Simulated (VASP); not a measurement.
# Cu8O7 (a cell with a defect) in VASP: a series of runs

Runs on Cu8O7 (a cell with a defect). Level: LDA. Tasks: single point.

Program: VASP 6.6.1. These are calculated values, not measurements. Logs are shortened: lines on timing, memory, paths and dates and some standing lists are left out, and cuts for length are marked.

## Step 1: The cell of the first run

The cell holds a defect, 15 atoms: a = 5.801 Å, b = 5.801 Å, c = 5.129 Å, α = 97.69°, β = 97.69°, γ = 72.31°.

## Step 2: Single point, LDA

Contents of INCAR:

```
SYSTEM = Cu8O7
  PREC = Accurate
  ENCUT = 520
  EDIFF = 1E-6
  ISMEAR = -1
  SIGMA = 0.05
  LREAL = Auto
  LASPH = .TRUE.
  NELM = 80
  ALGO = Normal
  ISIF = 2
  LWAVE = .FALSE.
  LCHARG = .TRUE.
  GGA = CA
  LELF = .TRUE.
  LVHAR = .TRUE.
  NBANDS = 78
```

Contents of KPOINTS:

```
regular mesh
0
G
  3 3 3
  0 0 0
```

Contents of POSCAR:

```
Cu8O7
1.0
    4.6837000000     -3.4226000000      0.0000000000
    4.6837000000      3.4226000000      0.0000000000
   -0.8500270000      0.0000000000      5.0578690000
Cu O
8 7
Direct
    0.0817391994      0.2281743656      0.1215328036
    0.1761064207     -0.0024321172      0.5138205438
   -0.0066085387      0.7495061109     -0.0042523838
    0.2971185860      0.4844513155      0.5145694758
    0.4979522803      0.2403232848     -0.0747502555
    0.6174212238      0.0029690530      0.5160105966
    0.5015183409      0.7357750463     -0.0058821215
    0.7699642888      0.5013234894      0.4304117011
    0.3949622741      0.2180327468      0.2796367403
    0.1877356016      0.2599386052      0.7657317736
    0.2669692159      0.7345859400      0.2519400957
    0.2182767482      0.7503152569      0.7606045155
    0.7629381495      0.2976526940      0.1111768612
    0.7683414905      0.7685442603      0.2315453405
    0.7316816754      0.7351039275      0.7334634408
```

Potentials or basis: VASP PAW LDA potentials, release 64 (Cu, O).

Launch:

```console
$ cat potpaw_LDA.64/Cu/POTCAR potpaw_LDA.64/O/POTCAR > POTCAR
$ mpirun -np 1 vasp_std > vasp.out
```

OUTCAR:

```text
SYSTEM = Cu8O7
   PREC = Accurate
   ENCUT = 520
   EDIFF = 1E-6
   ISMEAR = -1
   LREAL = Auto
   LASPH = .TRUE.
   NELM = 80
   ISIF = 2
   GGA = CA

 ion  position               nearest neighbor table
   1  0.082  0.228  0.122-  13 1.76   9 1.88  10 2.05   2 2.47   8 2.58   4 2.74   5 2.76
   2  0.176  0.998  0.514-  10 1.87  11 1.89  12 1.98   1 2.47   6 2.57
   3  0.993  0.750  0.996-  14 1.87  12 1.89  15 1.90  11 1.91
   4  0.297  0.484  0.515-   9 1.82  12 1.84  11 2.06  10 2.22   5 2.63   1 2.74
   5  0.498  0.240  0.925-  13 1.79  10 1.85   9 2.02   6 2.41   4 2.63   1 2.76
   6  0.617  0.003  0.516-   9 1.92  15 1.93  14 1.96   5 2.41   2 2.57   8 2.76
   7  0.502  0.736  0.994-  14 1.88  12 1.89  15 2.01  11 2.02
   8  0.770  0.501  0.430-  13 1.89  15 1.91  14 1.96   1 2.58   6 2.76
   9  0.395  0.218  0.280-   4 1.82   1 1.88   6 1.92   5 2.02
  10  0.188  0.260  0.766-   5 1.85   2 1.87   1 2.05   4 2.22
  11  0.267  0.735  0.252-   2 1.89   3 1.91   7 2.02   4 2.06
  12  0.218  0.750  0.761-   4 1.84   7 1.89   3 1.89   2 1.98
  13  0.763  0.298  0.111-   1 1.76   5 1.79   8 1.89
  14  0.768  0.769  0.232-   3 1.87   7 1.88   6 1.96   8 1.96
  15  0.732  0.735  0.733-   3 1.90   8 1.91   6 1.93   7 2.01

  LATTYP: Found a base centered monoclinic cell.
 ALAT       =     9.3674000000
 B/A-ratio  =     0.7307470589
 C/A-ratio  =     0.5475158037
 COS(beta)  =    -0.1657360545

  Lattice vectors:

 A1 = (   4.6837000000,  -3.4226000000,   0.0000000000)
 A2 = (   4.6837000000,   3.4226000000,   0.0000000000)
 A3 = (  -0.8500270000,   0.0000000000,   5.0578690000)

Analysis of symmetry for initial positions (statically):
=====================================================================
 Subroutine PRICEL returns:
 Original cell was already a primitive cell.

 Routine SETGRP: Setting up the symmetry group for a
 base centered monoclinic supercell.

 Subroutine GETGRP returns: Found  1 space group operations
 (whereof  1 operations were pure point group operations)
 out of a pool of  4 trial point group operations.

The static configuration has the point symmetry C_1 .

Analysis of symmetry for dynamics (positions and initial velocities):
=====================================================================
 Subroutine PRICEL returns:
 Original cell was already a primitive cell.

 Routine SETGRP: Setting up the symmetry group for a
 base centered monoclinic supercell.

 Subroutine GETGRP returns: Found  1 space group operations
 (whereof  1 operations were pure point group operations)
 out of a pool of  4 trial point group operations.

[... 132 lines left out ...]
   IALGO  =     38    algorithm
   IMIX   =      4    mixing-type and parameters
     AMIX     =   0.40;   BMIX     =  1.00
     AMIX_MAG =   1.60;   BMIX_MAG =  1.00
  volume/ion in A,a.u.               =      10.81        72.95
  Fermi-wavevector in a.u.,A,eV,Ry     =   1.520810  2.873915 31.468421  2.312864
  Thomas-Fermi vector in A             =   2.629610
   LORBIT       =      0    0 simple, 1 ext, 2 COOP (PROOUT), +10 PAW based schemes
   GGA     = CA    functional components
   LHFCALC =     F    Hartree Fock is set to
   AEXX    =    0.0000 exact exchange contribution
   IVDW    =     0    specifies the selected vdW correction
   LEPSILON=     F    determine dielectric tensor
   LRPA    =     F    only Hartree local field effects (RPA)
 non-spin polarized calculation
  energy-cutoff  :      520.00
  volume of cell :      162.16
 maximum number of plane-waves:      4387
 NGX is ok and might be reduce to    48
   NGX = 21   NGY = 21   NGZ = 19

 number of electron     130.0000004 magnetization

 Free energy of the ion-electron system (eV)
  ---------------------------------------------------
  ext. energy  EPLUGINS =         0.00000000
  ---------------------------------------------------
  free energy    TOTEN  =       -83.88516012 eV

  energy without entropy =      -83.80256937  energy(sigma->0) =      -83.84386474

 E-fermi :   4.8431     XC(G=0): -12.0844

 val. band max:        4.7999370395   @ k =   0.0000   0.0000   0.3333
 cond. band min:       4.8509172448   @ k =   0.3333  -0.0000   0.3333
 fundamental gap:      0.0509802053
 Fermi energy:         4.8431177095

 k-point     1 :       0.0000    0.0000    0.0000
  band No.  band energies     occupation
      1     -14.6985      2.00000
      2     -13.9771      2.00000
      3     -13.8209      2.00000
      4     -13.2519      2.00000
      5     -13.2190      2.00000
      6     -13.1146      2.00000
[... 1109 lines left out ...]
     76      11.5578      0.00000
     77      11.9178      0.00000
 [bands above 77 left out]

------------------------ aborting loop because EDIFF is reached ----------------------------------------

  FORCE on cell =-STRESS in cart. coord.  units (eV):
  Direction    XX          YY          ZZ          XY          YZ          ZX
  --------------------------------------------------------------------------------------
  -------------------------------------------------------------------------------------
  Total       -1.5512659     -1.4318304     -5.9349222      0.5793190      0.5847137      0.2603418
  in kB      -15.3268900    -14.1468374    -58.6384967      5.7238148      5.7771159      2.5722416
  external PRESSURE =     -29.3707414 kB  Pullay stress =       0.0000000 kB

 VOLUME and BASIS-vectors are now :
 -----------------------------------------------------------------------------
  energy-cutoff  :      520.00
  volume of cell :      162.16
      direct lattice vectors                 reciprocal lattice vectors
     4.683700000 -3.422600000  0.000000000     0.106753208 -0.146087770  0.017940977
     4.683700000  3.422600000  0.000000000     0.106753208  0.146087770  0.017940977
    -0.850027000  0.000000000  5.057869000     0.000000000  0.000000000  0.197711724

 POSITION                                       TOTAL-FORCE (eV/Angst)
 -----------------------------------------------------------------------------------
      1.34824      0.50119      0.61470         0.377279     -0.562796      0.040049
      5.06038      2.81153      2.59884         0.141854      0.033011      0.136926
      7.31680     -0.83472      5.03636         0.078950     -0.136493     -0.068159
      3.22324      0.64116      2.60262        -0.005757      0.044780      0.232565
      2.67137     -0.88176      4.67979        -0.149861      0.075636      0.164103
      2.46710     -2.10302      2.60991         0.022250     -0.140664     -0.287975
      4.95008      0.80177      5.02812        -0.050955      0.225285     -0.154387
      5.58847     -0.91945      2.17697        -0.325817     -0.056773      0.178634
      2.63339     -0.60556      1.41437        -0.102749     -0.179592     -0.035675
      1.44588      0.24712      3.87297        -0.068536      0.079517     -0.113972
      4.47683      1.60046      1.27428        -0.068661      0.094352     -0.156217
      3.89006      1.82095      3.84704         0.004060      0.088353      0.127809
      4.87299     -1.59249      0.56232         0.044378      0.149944      0.056904
      7.00149      0.00069      1.17113         0.164200      0.080026     -0.050499
      6.24652      0.01171      3.70976        -0.060634      0.205415     -0.070105
 -----------------------------------------------------------------------------------
    total drift:                               -0.000206      0.001671     -0.007185

  FREE ENERGIE OF THE ION-ELECTRON SYSTEM (eV)
  ---------------------------------------------------
  free  energy   TOTEN  =       -83.8851601151 eV

  energy  without entropy=      -83.8025693700  energy(sigma->0) =      -83.84386474
```

Run time: 5.6 min. Hardware: 1 thread of Intel Xeon 6975P-C (Granite Rapids), shared host; peak memory 0.3 GiB.

What came out:

* Free energy: -83.8852 eV
* Pressure: -2.9 GPa
* Largest force: 0.679 eV/Å
* Band gap on the k mesh: zero (filled and empty bands touch)

Forces in eV/Å, atoms in the order of the input:
```
Cu   0.377 -0.563  0.040
Cu   0.142  0.033  0.137
Cu   0.079 -0.136 -0.068
Cu  -0.006  0.045  0.233
Cu  -0.150  0.076  0.164
Cu   0.022 -0.141 -0.288
Cu  -0.051  0.225 -0.154
Cu  -0.326 -0.057  0.179
O   -0.103 -0.180 -0.036
O   -0.069  0.080 -0.114
O   -0.069  0.094 -0.156
O    0.004  0.088  0.128
O    0.044  0.150  0.057
O    0.164  0.080 -0.050
O   -0.061  0.205 -0.070
```

Caveat: the k points lie up to 0.41 Å⁻¹ apart; semilocal functionals often make such compounds metallic where correlation or magnetic order opens a gap, which also shifts bond lengths.

## Step 3: Single point, LDA

Contents of INCAR:

```
PREC = Accurate ; ENCUT = 520
EDIFF = 1E-7 ; ISMEAR = -1
SIGMA = 0.05 ; LREAL = Auto
LASPH = T ; NELM = 60
ALGO = Normal ; ISIF = 2
LWAVE = F ; LCHARG = F
NBANDS = 78
```

Contents of KPOINTS:

```
regular mesh
0
Gamma
  3 3 3
```

Contents of POSCAR:

```
Cu8O7
1.0
    4.6837000000     -3.4226000000      0.0000000000
    4.6837000000      3.4226000000      0.0000000000
   -0.8500270000      0.0000000000      5.0578690000
Cu O
8 7
Direct
   -0.0084940394      0.2500357333      0.0981484495
    0.2108831363     -0.0128023660      0.4927865866
    0.0247773366      0.7580362626      0.0152348746
    0.3346054996      0.4762539539      0.4866179808
    0.3940403424      0.2657349605     -0.1132215959
    0.6453295108      0.0200586641      0.5385659455
    0.5371179269      0.7270840345      0.0097264283
    0.8933761866      0.5048236242      0.5164382470
    0.3223662042      0.2047822038      0.2493791358
    0.0882594314      0.2546496026      0.7273604753
    0.3106822739      0.7211333929      0.2439228853
    0.2623527901      0.7403861565      0.7535153639
    0.6863052319      0.3058710590     -0.0605167908
    0.7957990061      0.7501944949      0.2746451124
    0.7497441925      0.7668674322      0.7811032670
```

Potentials or basis: VASP PAW LDA potentials, release 64 (Cu, O).

Launch:

```console
$ cat potpaw_LDA.64/Cu/POTCAR potpaw_LDA.64/O/POTCAR > POTCAR
$ mpirun -np 1 vasp_std > vasp.out
```

It took 7.1 min on 1 thread of Intel Xeon 6975P-C (Granite Rapids), shared host; peak memory 0.3 GiB.

Results (log left out):

| Item | Value |
| --- | --- |
| Free energy | -83.7088 eV |
| Pressure | -5.1 GPa |
| Largest force | 0.209 eV/Å |
| Band gap on the k mesh | zero (bands 65 and 66 overlap by 0.08 eV) |

Forces in eV/Å, atoms in the order of the input:
```
Cu   0.004 -0.013 -0.030
Cu   0.003 -0.050 -0.009
Cu   0.059 -0.037  0.049
Cu   0.039  0.013  0.031
Cu  -0.149  0.043 -0.003
Cu   0.029  0.011 -0.021
Cu  -0.070 -0.009 -0.015
Cu  -0.037  0.012 -0.001
O   -0.067 -0.103  0.020
O   -0.061  0.074  0.028
O   -0.021 -0.030  0.009
O    0.006  0.086 -0.003
O    0.199 -0.064  0.011
O    0.068 -0.023  0.006
O   -0.001  0.091 -0.074
```

Stress tensor (GPa, compression positive):
```
-2.70  0.48  0.33
 0.48 -5.20  1.52
 0.33  1.52 -7.44
```

Levels at points of the mesh, in eV from the Fermi level:
| k point | band 61 | band 62 | band 63 | band 64 | band 65 | band 66 | band 67 | band 68 | band 69 | band 70 |
| --- | --- | --- | --- | --- | --- | --- | --- | --- | --- | --- |
| (0.00, 0.00, 0.00) | -0.81 | -0.57 | -0.38 | -0.16 | -0.03 | 0.24 | 0.56 | 0.80 | 0.95 | 3.20 |

Caveat: the k points lie up to 0.41 Å⁻¹ apart; semilocal functionals often make such compounds metallic where correlation or magnetic order opens a gap, which also shifts bond lengths.

The gap in the log of VASP goes by the Fermi energy; the results here count the filled bands.